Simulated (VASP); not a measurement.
Wanted: the native input for a VASP 6.6.1 run.

| Property | Result |
| --- | --- |
| Task | single point |
| Functional | PBE |
| Potentials or basis | VASP PAW PBE potentials, release 64 (Ge_d) |
| Cutoff | 520 eV |
| k mesh | 12 × 12 × 8 |
| Occupations | gaussian, width 0.1 eV |
| Spin | no spin polarisation |
| Dipole correction | no |
| Further INCAR settings | ALGO = Normal; EDIFF = 1e-07; NBANDS = 36 |

The structure of Ge lies in POSCAR:

```
Ge
1.0
    4.1190290588      0.0000000000      0.0000000000
   -2.0595145294      3.5671838038      0.0000000000
    0.0000000000      0.0000000000      6.6685263777
Ge
4
Direct
    0.6666666667      0.3333333333      0.0616428083
    0.3333333333      0.6666666667      0.5616428083
    0.6666666667      0.3333333333      0.4383571917
    0.3333333333      0.6666666667      0.9383571917
```

This cell differs from its parent crystal: biaxial strain in the a-b plane: +1.5 %, then relaxed in part.

These files were run (other wordings do the same):

INCAR

```
SYSTEM = Ge
ALGO = Normal
EDIFF = 1E-7
ENCUT = 520
GGA = PE
ISIF = 2
ISMEAR = 0
LASPH = .True.
LCHARG = .True.
LELF = .True.
LREAL = .False.
LVHAR = .True.
LWAVE = .False.
NBANDS = 36
NELM = 60
PREC = Accurate
SIGMA = 0.1
```

KPOINTS

```
k-points
0
Gamma
  12 12 8
  0 0 0
```

Potentials or basis: VASP PAW PBE potentials, release 64 (Ge_d).

Command:

```console
$ cat potpaw_PBE.64/Ge_d/POTCAR > POTCAR
$ mpirun -np 1 vasp_std > vasp.out
```

It gave:

```yaml
Pressure: -1.5 GPa
Band_gap_on_the_k_mesh: zero (band 28 reaches 4.27 eV, above the bottom of band 29 at 4.05 eV)
```

Caveat: the cell differs from its parent crystal (biaxial strain in the a-b plane: +1.5 %, then relaxed in part).

Wall time 3.1 min on 1 thread of Intel(R) Xeon(R) Platinum 8488C (Sapphire Rapids), on a shared host, peak memory 0.36 GiB.
